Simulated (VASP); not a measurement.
Input of a VASP 6.6.1 run:

INCAR

```
PREC = Accurate
ENCUT = 520
EDIFF = 1E-6
ISMEAR = 0
SIGMA = 0.15
LREAL = False
LASPH = True
NELM = 100
ALGO = Fast
ISIF = 2
LWAVE = False
LCHARG = False
GGA = PS
NBANDS = 14
```

File KPOINTS:

```
regular mesh
0
Gamma
  24 24 24
```

Contents of POSCAR:

```
Rh
1.0
    0.0000000000      1.7423148249      2.2650092724
    1.7423148249      0.0000000000      2.2650092724
    1.7423148249      1.7423148249      0.0000000000
Rh
1
Direct
    0.0000000000      0.0000000000      0.0000000000
```

Potentials or basis: VASP PAW PBE potentials, release 64 (Rh_pv).

Launch:

```bash
$ cat potpaw_PBE.64/Rh_pv/POTCAR > POTCAR
$ mpirun -np 1 vasp_std > vasp.out
```

(1) Predict the band gap on the k mesh.

(2) Estimate the pressure.

Results:

(1) zero (an odd number of electrons rules out a gap without spin polarisation).

(2) 7.4 GPa.

Caveat: the stress differs along the axes, from -28 to 25 GPa; the PAW data sets were made with another functional, which shifts forces and pressure a little.
